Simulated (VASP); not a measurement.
# CoSi: single point with PBE

CoSi:

```
Co Si
1.0
     2.78133    0.00000    0.00000
     0.00000    2.78133    0.00000
     0.00000    0.00000    2.78133
Co Si
1 1
Direct
  0.00000 0.00000 0.00000
  0.50000 0.50000 0.50000
```

```
Program                : VASP 6.6.1
Task                   : single point
Functional             : PBE
Potentials or basis    : VASP PAW PBE potentials, release 64 (Co, Si)
Cutoff                 : 520 eV
k mesh                 : 14 × 14 × 14
Occupations            : fermi-dirac, width 0.03 eV
Spin                   : collinear spin, ferromagnetic start
Starting moments       : [0.84, 0.0] μB
Fixed moment           : 0.84 μB
Dipole correction      : no
Further INCAR settings : ALGO = Normal; EDIFF = 1e-07; NBANDS = 18
```

```yaml
Pressure: 2.4 GPa
Net_moment: 0.84 μB per cell
Site_moments: Co +0.80; Si +0.04 μB
Valence_electrons_inside_the_program's_atomic_spheres: Co 8.59; Si 1.58
```

Run time: 59 s on 1 thread of Intel Xeon 6975P-C, on a shared host, peak memory 0.2 GiB.

Caveat: the total moment is fixed, so each spin has its own Fermi level.
